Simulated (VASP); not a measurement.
# CsPbBr3 in VASP: a series of runs

Runs on CsPbBr3. Level: PBEsol. Tasks: single point.

All numbers are computed with VASP 6.6.1; they aren't measurements. Logs are shortened: lines on timing, memory, paths and dates and some standing lists are left out, and cuts for length are marked.

**1. The cell of the first run**

Symmetry: Pm-3m, No. 221, cubic system. The conventional cell has a = 6.046 Å, b = 6.046 Å, c = 6.046 Å, α = 90.00°, β = 90.00°, γ = 90.00°. Within 5.6 Å of Cs (site symmetry m-3m) lie 12 Br at 4.28 Å and 8 Pb at 5.24 Å. Within 4.0 Å of Pb (site symmetry m-3m) lie 6 Br at 3.02 Å. Br (site symmetry 4/mmm) has 2 Pb at 3.02 Å within 4.0 Å.

**2. Single point, PBEsol (strain +0.030 along x and y, +0.030 along z)**

Input file INCAR:

```
SYSTEM = CsPbBr3
PREC = Accurate
ENCUT = 520
EDIFF = 1E-7
ISMEAR = 0
SIGMA = 0.05
LREAL = .FALSE.
LASPH = .TRUE.
NELM = 60
ALGO = Normal
ISIF = 2
LWAVE = .FALSE.
LCHARG = .FALSE.
GGA = PS
NBANDS = 30
```

Input file KPOINTS:

```
regular mesh
0
G
  6 6 6
  0 0 0
```

Input file POSCAR:

```
CsPbBr3
1.0
    6.0461000000      0.0000000000      0.0000000000
    0.0000000000      6.0461000000      0.0000000000
    0.0000000000      0.0000000000      6.0461000000
Cs Pb Br
1 1 3
Direct
    0.0000000000      0.0000000000      0.0000000000
    0.5000000000      0.5000000000      0.5000000000
    0.0000000000      0.5000000000      0.5000000000
    0.5000000000      0.0000000000      0.5000000000
    0.5000000000      0.5000000000      0.0000000000
```

Potentials or basis: VASP PAW PBE potentials, release 64 (Cs_sv, Pb_d, Br).

Command:

```
> cat potpaw_PBE.64/Cs_sv/POTCAR potpaw_PBE.64/Pb_d/POTCAR potpaw_PBE.64/Br/POTCAR > POTCAR
> mpirun -np 1 vasp_std > vasp.out
```

OUTCAR:

```text
SYSTEM = CsPbBr3
   PREC = Accurate
   ENCUT = 520
   EDIFF = 1E-7
   ISMEAR = 0
   LREAL = .FALSE.
   LASPH = .TRUE.
   NELM = 60
   ISIF = 2
   GGA = PS

 ion  position               nearest neighbor table
   1  0.000  0.000  0.000-
   2  0.500  0.500  0.500-   3 3.02   4 3.02   5 3.02   5 3.02   4 3.02   3 3.02
   3  0.000  0.500  0.500-   2 3.02   2 3.02
   4  0.500  0.000  0.500-   2 3.02   2 3.02
   5  0.500  0.500  0.000-   2 3.02   2 3.02

  LATTYP: Found a simple cubic cell.
 ALAT       =     6.0461000000

  Lattice vectors:

 A1 = (   6.0461000000,   0.0000000000,   0.0000000000)
 A2 = (   0.0000000000,   6.0461000000,   0.0000000000)
 A3 = (   0.0000000000,   0.0000000000,   6.0461000000)

Analysis of symmetry for initial positions (statically):
=====================================================================
 Subroutine PRICEL returns:
 Original cell was already a primitive cell.

 Routine SETGRP: Setting up the symmetry group for a
 simple cubic supercell.

 Subroutine GETGRP returns: Found 48 space group operations
 (whereof 48 operations were pure point group operations)
 out of a pool of 48 trial point group operations.

The static configuration has the point symmetry O_h .

Analysis of symmetry for dynamics (positions and initial velocities):
=====================================================================
 Subroutine PRICEL returns:
 Original cell was already a primitive cell.

 Routine SETGRP: Setting up the symmetry group for a
 simple cubic supercell.

 Subroutine GETGRP returns: Found 48 space group operations
 (whereof 48 operations were pure point group operations)
 out of a pool of 48 trial point group operations.

The dynamic configuration has the point symmetry O_h .

 Subroutine INISYM returns: Found 48 space group operations
 (whereof 48 operations are pure point group operations),
 and found     1 'primitive' translations

----------------------------------------------------------------------------------------

                                     Primitive cell

  volume of cell :     221.0172

  direct lattice vectors                    reciprocal lattice vectors
     6.046100000  0.000000000  0.000000000     0.165395875  0.000000000  0.000000000
     0.000000000  6.046100000  0.000000000     0.000000000  0.165395875  0.000000000
     0.000000000  0.000000000  6.046100000     0.000000000  0.000000000  0.165395875

  length of vectors
     6.046100000  6.046100000  6.046100000     0.165395875  0.165395875  0.165395875

  position of ions in fractional coordinates (direct lattice)
     0.000000000  0.000000000  0.000000000
     0.500000000  0.500000000  0.500000000
     0.000000000  0.500000000  0.500000000
     0.500000000  0.000000000  0.500000000
     0.500000000  0.500000000  0.000000000

  ion indices of the primitive-cell ions
   primitive index   ion index
                 1           1
                 2           2
                 3           3
                 4           4
                 5           5

----------------------------------------------------------------------------------------

 KPOINTS: regular mesh

Automatic generation of k-mesh.
 Grid dimensions read from file:
 generate k-points for:    6    6    6

 Generating k-lattice:

  Cartesian coordinates                     Fractional coordinates (reciprocal lattice)
     0.027565979  0.000000000  0.000000000     0.166666667  0.000000000  0.000000000
     0.000000000  0.027565979  0.000000000     0.000000000  0.166666667  0.000000000
     0.000000000  0.000000000  0.027565979     0.000000000  0.000000000  0.166666667

  Length of vectors
     0.027565979  0.027565979  0.027565979

  Shift w.r.t. Gamma in fractional coordinates (k-lattice)
     0.000000000  0.000000000  0.000000000

 Subroutine IBZKPT returns following result:
 ===========================================

 Found     20 irreducible k-points:

 Following reciprocal coordinates:
            Coordinates               Weight
  0.000000  0.000000  0.000000      1.000000
  0.166667  0.000000  0.000000      6.000000
  0.333333  0.000000  0.000000      6.000000
  0.500000  0.000000  0.000000      3.000000
  0.166667  0.166667  0.000000     12.000000
  0.333333  0.166667  0.000000     24.000000
[... 12 lines left out ...]
  0.500000  0.500000  0.333333      6.000000
  0.500000  0.500000  0.500000      1.000000
   k-points           NKPTS =     20   k-points in BZ     NKDIM =     20   number of bands    NBANDS=     30
   number of dos      NEDOS =    301   number of ions     NIONS =      5
   total plane-waves  NPLWV = 110592
   dimension x,y,z NGX =    48 NGY =   48 NGZ =   48
   dimension x,y,z NGXF=    96 NGYF=   96 NGZF=   96
   ions per type =               1   1   3
   NGX,Y,Z   is equivalent  to a cutoff of  13.20, 13.20, 13.20 a.u.
   NGXF,Y,Z  is equivalent  to a cutoff of  26.40, 26.40, 26.40 a.u.
 SYSTEM =  CsPbBr3
   PREC   = accura    normal or accurate (medium, high low for compatibility)
   ISTART =      0    job   : 0-new  1-cont  2-samecut
   ICHARG =      2    charge: 1-file 2-atom 10-const
   ISPIN  =      1    spin polarized calculation?
   LNONCOLLINEAR =      F non collinear calculations
   LSORBIT =      F    spin-orbit coupling
   LASPH  =      T    aspherical Exc in radial PAW
   ENCUT  =  520.0 eV  38.22 Ry    6.18 a.u.  11.24 11.24 11.24*2*pi/ulx,y,z
   NELM   =     60;   NELMIN=  2; NELMDL= -5     # of ELM steps
   EDIFF  = 0.1E-06   stopping-criterion for ELM
   LREAL  =      F    real-space projection
   EDIFFG = 0.1E-05   stopping-criterion for IOM
   NSW    =      0    number of steps for IOM
   IBRION =     -1    ionic relax: 0-MD 1-quasi-New 2-CG
   NFREE  =      0    steps in history (QN), initial steepest desc. (CG)
   ISIF   =      2    stress and relaxation
   ISYM   =      2    0-nonsym 1-usesym 2-fastsym
   POTIM  = 0.5000    time-step for ionic-motion
   TEBEG  =    0.0;   TEEND  =   0.0 temperature during run
   PSTRESS=    0.0 pullay stress
   NELECT =      44.0000    total number of electrons
   NUPDOWN=      -1.0000    fix difference up-down
   EMIN   =  10.00;   EMAX   =-10.00  energy-range for DOS
   EFERMI =   0.00;   METHOD = LEGACY
   ISMEAR =     0;   SIGMA  =   0.05  broadening in eV -4-tet -1-fermi 0-gaus
   EFERMI_NEDOS =   21; number of points for ismear=-14 and -15
   IALGO  =     38    algorithm
   IMIX   =      4    mixing-type and parameters
     AMIX     =   0.40;   BMIX     =  1.00
     AMIX_MAG =   1.60;   BMIX_MAG =  1.00
  volume/ion in A,a.u.               =      44.20       298.30
  Fermi-wavevector in a.u.,A,eV,Ry     =   0.955910  1.806408 12.432516  0.913764
  Thomas-Fermi vector in A             =   2.084791
   LORBIT       =      0    0 simple, 1 ext, 2 COOP (PROOUT), +10 PAW based schemes
   GGA     = PS    functional components
   LHFCALC =     F    Hartree Fock is set to
   AEXX    =    0.0000 exact exchange contribution
   IVDW    =     0    specifies the selected vdW correction
   LEPSILON=     F    determine dielectric tensor
   LRPA    =     F    only Hartree local field effects (RPA)
 non-spin polarized calculation
 Gauss-broadening in eV      SIGMA  =   0.05
  energy-cutoff  :      520.00
  volume of cell :      221.02
 maximum number of plane-waves:      6031
 NGX is ok and might be reduce to    48
   NGX = 23   NGY = 23   NGZ = 23

 number of electron      43.9999998 magnetization

 Free energy of the ion-electron system (eV)
  ---------------------------------------------------
  ext. energy  EPLUGINS =         0.00000000
  ---------------------------------------------------
  free energy    TOTEN  =       -16.71335117 eV

  energy without entropy =      -16.71335117  energy(sigma->0) =      -16.71335117

 E-fermi :   0.4923     XC(G=0):  -7.4360

 val. band max:        0.2314786689   @ k =   0.5000   0.5000   0.5000
 cond. band min:       1.9843676091   @ k =   0.5000   0.5000   0.5000
 fundamental gap:      1.7528889403
 Fermi energy:         0.4922902369

 k-point     1 :       0.0000    0.0000    0.0000
  band No.  band energies     occupation
      1     -20.8590      2.00000
      2     -16.2683      2.00000
      3     -16.2683      2.00000
      4     -16.1692      2.00000
      5     -16.1692      2.00000
      6     -16.1692      2.00000
[... 22 lines left out ...]
     29       5.9624      0.00000
     30       5.9624      0.00000

 k-point     2 :       0.1667    0.0000    0.0000
  band No.  band energies     occupation
      1     -20.8589      2.00000
      2     -16.2682      2.00000
      3     -16.2586      2.00000
      4     -16.1693      2.00000
      5     -16.1693      2.00000
      6     -16.1691      2.00000
[... 22 lines left out ...]
     29       5.6036      0.00000
     30       6.0593      0.00000

 k-point     3 :       0.3333    0.0000    0.0000
  band No.  band energies     occupation
      1     -20.8586      2.00000
      2     -16.2682      2.00000
      3     -16.2390      2.00000
      4     -16.1696      2.00000
      5     -16.1696      2.00000
      6     -16.1691      2.00000
[... 22 lines left out ...]
     29       5.8407      0.00000
     30       6.4898      0.00000

 k-point     4 :       0.5000    0.0000    0.0000
  band No.  band energies     occupation
      1     -20.8584      2.00000
      2     -16.2682      2.00000
      3     -16.2291      2.00000
      4     -16.1698      2.00000
      5     -16.1698      2.00000
      6     -16.1691      2.00000
[... 484 lines left out ...]
     29       6.0267      0.00000
     30       6.5650      0.00000

 k-point    19 :       0.5000    0.5000    0.3333
  band No.  band energies     occupation
      1     -20.8576      2.00000
      2     -16.2179      2.00000
      3     -16.2072      2.00000
      4     -16.1703      2.00000
      5     -16.1702      2.00000
      6     -16.1702      2.00000
[... 22 lines left out ...]
     29       5.8752      0.00000
     30       6.7120      0.00000

 k-point    20 :       0.5000    0.5000    0.5000
  band No.  band energies     occupation
      1     -20.8574      2.00000
      2     -16.2072      2.00000
      3     -16.2072      2.00000
      4     -16.1703      2.00000
      5     -16.1703      2.00000
      6     -16.1703      2.00000
[... 22 lines left out ...]
     29       5.7722      0.00000
     30       6.9522      0.00000

------------------------ aborting loop because EDIFF is reached ----------------------------------------

  FORCE on cell =-STRESS in cart. coord.  units (eV):
  Direction    XX          YY          ZZ          XY          YZ          ZX
  --------------------------------------------------------------------------------------
  -------------------------------------------------------------------------------------
  Total       -2.1134538     -2.1134538     -2.1134538     -0.0000000      0.0000000      0.0000000
  in kB      -15.3206561    -15.3206561    -15.3206561     -0.0000000      0.0000000      0.0000000
  external PRESSURE =     -15.3206561 kB  Pullay stress =       0.0000000 kB

 VOLUME and BASIS-vectors are now :
 -----------------------------------------------------------------------------
  energy-cutoff  :      520.00
  volume of cell :      221.02
      direct lattice vectors                 reciprocal lattice vectors
     6.046100000  0.000000000  0.000000000     0.165395875  0.000000000  0.000000000
     0.000000000  6.046100000  0.000000000     0.000000000  0.165395875  0.000000000
     0.000000000  0.000000000  6.046100000     0.000000000  0.000000000  0.165395875

 POSITION                                       TOTAL-FORCE (eV/Angst)
 -----------------------------------------------------------------------------------
      0.00000      0.00000      0.00000         0.000000      0.000000      0.000000
      3.02305      3.02305      3.02305         0.000000      0.000000      0.000000
      0.00000      3.02305      3.02305         0.000000      0.000000      0.000000
      3.02305      0.00000      3.02305         0.000000      0.000000      0.000000
      3.02305      3.02305      0.00000         0.000000      0.000000      0.000000
 -----------------------------------------------------------------------------------
    total drift:                                0.000000     -0.000000     -0.000000

  FREE ENERGIE OF THE ION-ELECTRON SYSTEM (eV)
  ---------------------------------------------------
  free  energy   TOTEN  =       -16.7133511732 eV

  energy  without entropy=      -16.7133511732  energy(sigma->0) =      -16.71335117
```

Wall time 1.7 min (1 thread of AMD EPYC 9R14 (Zen 4), shared host); peak memory 0.36 GiB.

What came out:

```yaml
Free_energy: -16.7134 eV
Pressure: -1.5 GPa
Band_gap_on_the_k_mesh: 1.75 eV
```

Caveat: the cell differs from its parent crystal (strain +0.030 along x and y, +0.030 along z); the PAW data sets were made with another functional, which shifts forces and pressure a little; spin-orbit coupling is left out, which moves the levels of the heavy elements.

[end of part 1 of 2]
